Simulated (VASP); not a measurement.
# H4C in VASP: further runs, part 2 of 2

VASP 6.6.1.

## (3) Relaxation of the atoms, PBE+D3(BJ)

INCAR reads:

```
SYSTEM = H4C
PREC     = Accurate       ! precision mode
ENCUT    = 520            ! plane-wave cutoff, eV
EDIFF    = 1E-7           ! SCF threshold, eV
ISMEAR   = -1             ! smearing method
SIGMA    = 0.05           ! smearing width, eV
LREAL    = .False.        ! projectors in reciprocal space
LASPH    = .True.         ! aspherical terms in the spheres
NELM     = 120            ! most SCF steps
ALGO     = Normal         ! electronic algorithm
ISIF     = 2              ! what is computed and relaxed
LWAVE    = .False.        ! write WAVECAR
LCHARG   = .False.        ! write CHGCAR
GGA      = PE             ! functional
IVDW     = 12             ! dispersion correction
IBRION   = 2              ! ionic algorithm
NSW      = 35             ! ionic steps
EDIFFG   = -0.3           ! ionic threshold
GGA_COMPAT= .False.      
NELMIN   = 4
```

KPOINTS reads:

```
regular mesh
0
Gamma
  1 1 1
  0 0 0
```

POSCAR reads:

```
H4C
1.0
    7.2304270000      0.0000000000      0.0000000000
    0.0000000000      7.2304270000      0.0000000000
    0.0000000000      0.0000000000      7.2304270000
C H
6 24
Direct
    0.5275890000      0.0918923000      0.5846391000
    0.8132985000      0.8666646000      0.2110133000
    0.4533411000      0.7612839000      0.7912858000
    0.9993110000      0.1790425000      0.0118868000
    0.3962852000      0.5804327000      0.2457381000
    0.7912519000      0.4520038000      0.2302387000
    0.4039189000      0.0865030000      0.4986811000
    0.4903773000      0.0640382000      0.7279973000
    0.5898314000      0.2287749000      0.5745816000
    0.6262282000     -0.0117469000      0.5372965000
    0.9006194000      0.9662364000      0.2829344000
    0.7297117000      0.7914556000      0.3113575000
    0.8999306000      0.7695859000      0.1349690000
    0.7229325000      0.9393805000      0.1147922000
    0.5408388000      0.8474555000      0.8786399000
    0.3660000000      0.6742603000      0.8779492000
    0.5398610000      0.6742920000      0.7037711000
    0.3666646000      0.8491279000      0.7047830000
    0.9591994000      0.3205369000     -0.0210146000
    0.9443986000      0.0856175000     -0.0928439000
    0.9440034000      0.1412494000      0.1468863000
    1.1496426000      0.1687660000      0.0145193000
    0.4659541000      0.4821099000      0.3362422000
    0.4561846000      0.5727762000      0.1076600000
    0.4134985000      0.7198544000      0.3003036000
    0.2495036000      0.5469902000      0.2387467000
    0.7649678000      0.5066613000      0.3682019000
    0.7511621000      0.3068143000      0.2252465000
    0.9379774000      0.4647326000      0.1982745000
    0.7109001000      0.5298072000      0.1292320000
```

Potentials or basis: VASP PAW PBE potentials, release 64 (C, H).

Run with:

```sh
$ cat potpaw_PBE.64/C/POTCAR potpaw_PBE.64/H/POTCAR > POTCAR
$ mpirun -np 1 vasp_gam > vasp.out
```

OUTCAR:

```text
SYSTEM = H4C
   PREC = Accurate
   ENCUT = 520
   EDIFF = 1E-7
   ISMEAR = -1
   LREAL = .False.
   LASPH = .True.
   NELM = 120
   ISIF = 2
   GGA = PE
   IVDW = 12
   IBRION = 2
   NSW = 35
   EDIFFG = -0.3
   NELMIN = 4
 IVDW          = 12

 ion  position               nearest neighbor table
   1  0.528  0.092  0.585-  10 1.09   9 1.09   7 1.09   8 1.09
   2  0.813  0.867  0.211-  12 1.09  14 1.09  11 1.09  13 1.09
   3  0.453  0.761  0.791-  17 1.09  18 1.09  16 1.09  15 1.09
   4  0.999  0.179  0.012-  19 1.09  21 1.09  20 1.09  22 1.09
   5  0.396  0.580  0.246-  25 1.09  26 1.09  23 1.09  24 1.09
   6  0.791  0.452  0.230-  29 1.09  28 1.09  30 1.09  27 1.09
   7  0.404  0.087  0.499-   1 1.09
   8  0.490  0.064  0.728-   1 1.09
   9  0.590  0.229  0.575-   1 1.09
  10  0.626  0.988  0.537-   1 1.09
  11  0.901  0.966  0.283-   2 1.09
  12  0.730  0.791  0.311-   2 1.09
[... 442 lines left out ...]

------------------------ aborting loop because EDIFF is reached ----------------------------------------
[... 131 lines left out ...]
--------------------------------------- Ionic step       18  -------------------------------------------

 number of electron      48.0000001 magnetization

 Free energy of the ion-electron system (eV)
  ---------------------------------------------------
  ext. energy  EPLUGINS =         0.00000000
  ---------------------------------------------------
  free energy    TOTEN  =      -143.60983410 eV

  energy without entropy =     -143.60983410  energy(sigma->0) =     -143.60983410

 E-fermi :  -5.2158     XC(G=0):  -5.4476

 val. band max:       -6.4669442136   @ k =   0.0000   0.0000   0.0000
 cond. band min:       0.5045470971   @ k =   0.0000   0.0000   0.0000
 fundamental gap:      6.9714913107
 Fermi energy:        -5.2158206239

 k-point     1 :       0.0000    0.0000    0.0000
  band No.  band energies     occupation
      1     -15.4758      2.00000
      2     -15.0614      2.00000
      3     -14.8923      2.00000
      4     -14.8248      2.00000
      5     -14.7839      2.00000
      6     -14.6558      2.00000
[... 28 lines left out ...]
     35       4.3516      0.00000
     36       4.4735      0.00000
 [bands above 36 left out]

------------------------ aborting loop because EDIFF is reached ----------------------------------------

 Edisp (eV)   -0.81624

 E8    (eV) :    -0.1730
[... 53 lines left out ...]
  FREE ENERGIE OF THE ION-ELECTRON SYSTEM (eV)
  ---------------------------------------------------
  free  energy   TOTEN  =      -144.4260717918 eV

  energy  without entropy=     -144.4260717918  energy(sigma->0) =     -144.42607179

 reached required accuracy - stopping structural energy minimisation
```

OSZICAR:

```text
N       E                     dE             d eps       ncg     rms          rms(c)
DAV:   1     0.254748108161E+03    0.25475E+03   -0.21144E+04    80   0.985E+02
DAV:   2    -0.122553335454E+03   -0.37730E+03   -0.36249E+03   104   0.224E+02
DAV:   3    -0.161100696651E+03   -0.38547E+02   -0.38352E+02   104   0.736E+01
[... 192 lines left out ...]
DAV:   4    -0.143609857228E+03   -0.17481E-04   -0.76152E-04    96   0.130E-01    0.458E-02
DAV:   5    -0.143609833736E+03    0.23492E-04   -0.19789E-04   104   0.645E-02    0.121E-02
DAV:   6    -0.143609834310E+03   -0.57408E-06   -0.33441E-05    96   0.288E-02    0.507E-03
DAV:   7    -0.143609834148E+03    0.16210E-06   -0.27699E-06    96   0.786E-03    0.201E-03
DAV:   8    -0.143609834101E+03    0.47278E-07   -0.48447E-07    96   0.338E-03
  18 F= -.14442607E+03 E0= -.14442607E+03  d E =-.432771E-01
```

CONTCAR:

```text
H4C
   1.00000000000000
     7.2304269999999997    0.0000000000000000    0.0000000000000000
     0.0000000000000000    7.2304269999999997    0.0000000000000000
     0.0000000000000000    0.0000000000000000    7.2304269999999997
  C               H
     6    24
Direct
     0.5387177727734405    0.1319519403958186    0.5706791524821385
     0.8087876808846662    0.8687897662581545    0.2274024843065738
     0.4388905189870595    0.7284788336746089    0.7964465243670090
     0.0327709131889744    0.1816818395539160    0.9681651264647215
     0.3660113314833503    0.5815163099918649    0.2595731377114646
     0.7960805144090379    0.4390499420247382    0.2526854962540970
[... 22 lines left out ...]
     0.9456799836962362    0.4421910179398701    0.2393764043916337
     0.7344735073183933    0.5138959812640868    0.1372051951017237

  0.00000000E+00  0.00000000E+00  0.00000000E+00
  0.00000000E+00  0.00000000E+00  0.00000000E+00
  0.00000000E+00  0.00000000E+00  0.00000000E+00
  0.00000000E+00  0.00000000E+00  0.00000000E+00
  0.00000000E+00  0.00000000E+00  0.00000000E+00
  0.00000000E+00  0.00000000E+00  0.00000000E+00
[... 22 lines left out ...]
  0.00000000E+00  0.00000000E+00  0.00000000E+00
  0.00000000E+00  0.00000000E+00  0.00000000E+00
```

Wall time 7.5 min (1 thread of AMD EPYC 7R43 (Zen 3), shared host); peak memory 0.36 GiB.

Results:

```
Free energy                  : -144.4261 eV
Energy gained by relaxing    : 32.1 meV/atom
Ionic steps                  : 18
Pressure after relaxing      : 0.7 GPa
Largest force after relaxing : 0.243 eV/Å
Band gap on the k mesh       : 6.97 eV
Dispersion energy per atom   : -0.027 eV
```

Forces on the atoms (eV/Å):
```
C   -0.065 -0.131 -0.024
C   -0.001  0.069 -0.037
C    0.069  0.009 -0.004
C    0.096 -0.190 -0.058
C   -0.169  0.064  0.070
C   -0.020 -0.067  0.053
H    0.177  0.029  0.132
H    0.022  0.025 -0.151
H   -0.027 -0.041  0.064
H   -0.148  0.176  0.078
H    0.035  0.082  0.021
H   -0.012  0.082  0.028
H    0.003  0.078  0.011
H    0.024  0.068  0.010
H   -0.108 -0.114 -0.093
H   -0.009  0.050 -0.128
H   -0.063  0.099  0.023
H    0.067 -0.020 -0.008
H   -0.017  0.144 -0.094
H    0.033 -0.007 -0.068
H    0.058 -0.012 -0.041
H    0.088 -0.007 -0.061
H   -0.079 -0.008  0.102
H   -0.012 -0.049  0.060
H   -0.020 -0.041  0.013
H    0.029  0.042  0.020
H   -0.019 -0.033  0.059
H   -0.033 -0.160  0.032
H    0.105 -0.083  0.041
H   -0.003 -0.055 -0.048
```

Stress tensor (GPa, compression positive):
```
 0.41  0.06 -0.35
 0.06  1.23 -0.27
-0.35 -0.27  0.41
```

Step by step:
| step | energy change (eV) | largest force (eV/Å) | pressure (GPa) |
| --- | --- | --- | --- |
| 1 | 0.0000 | 0.6574 | 2.16 |
| 2 | -0.0560 | 1.0241 | 1.92 |
| 3 | -0.0586 | 0.7649 | 1.95 |
| 4 | -0.1042 | 0.6389 | 1.84 |
| 5 | -0.2065 | 0.5046 | 1.51 |
| 6 | -0.2650 | 0.8359 | 0.86 |
| 7 | -0.3328 | 0.6874 | 0.94 |
| 8 | -0.4269 | 1.1036 | 1.23 |
| 9 | -0.5252 | 0.5761 | 1.36 |
| 10 | -0.5861 | 1.2981 | 1.59 |
| 11 | -0.6500 | 1.1849 | 1.53 |
| 12 | -0.7973 | 0.8720 | 1.33 |
| 13 | -0.8900 | 0.7720 | 0.81 |
| 14 | -0.8937 | 0.6779 | 0.90 |
| 15 | -0.9191 | 0.3743 | 0.84 |
| 16 | -0.9195 | 0.4117 | 0.83 |
| 17 | -0.9353 | 0.3235 | 0.80 |
| 18 | -0.9628 | 0.2433 | 0.69 |

Final structure:
```
C H
1.0
     7.23043    0.00000    0.00000
     0.00000    7.23043    0.00000
     0.00000    0.00000    7.23043
C H
6 24
Direct
  0.53872 0.13195 0.57068
  0.80879 0.86879 0.22740
  0.43889 0.72848 0.79645
  0.03277 0.18168 0.96817
  0.36601 0.58152 0.25957
  0.79608 0.43905 0.25269
  0.41106 0.11439 0.48881
  0.50417 0.13439 0.71887
  0.60635 0.26148 0.53103
  0.63273 0.01546 0.54228
  0.89096 0.95846 0.31695
  0.72316 0.77795 0.31182
  0.90124 0.78475 0.14203
  0.71960 0.95197 0.13786
  0.51767 0.82066 0.88848
  0.35918 0.63050 0.88002
  0.53523 0.65157 0.70739
  0.34415 0.81066 0.71152
  0.99510 0.31688 0.91307
  0.97262 0.07251 0.88213
  0.97917 0.16814 0.10845
  0.18340 0.16737 0.97093
  0.42771 0.48233 0.35521
  0.42826 0.56317 0.12360
  0.39275 0.72300 0.30760
  0.21685 0.55929 0.25062
  0.75608 0.50668 0.38167
  0.74650 0.29744 0.25215
  0.94568 0.44219 0.23938
  0.73447 0.51390 0.13721
```

Caveat: the k points lie up to 0.87 Å⁻¹ apart; the relaxation stopped at a loose force limit of 0.3 eV/Å, so its end isn't a converged minimum.
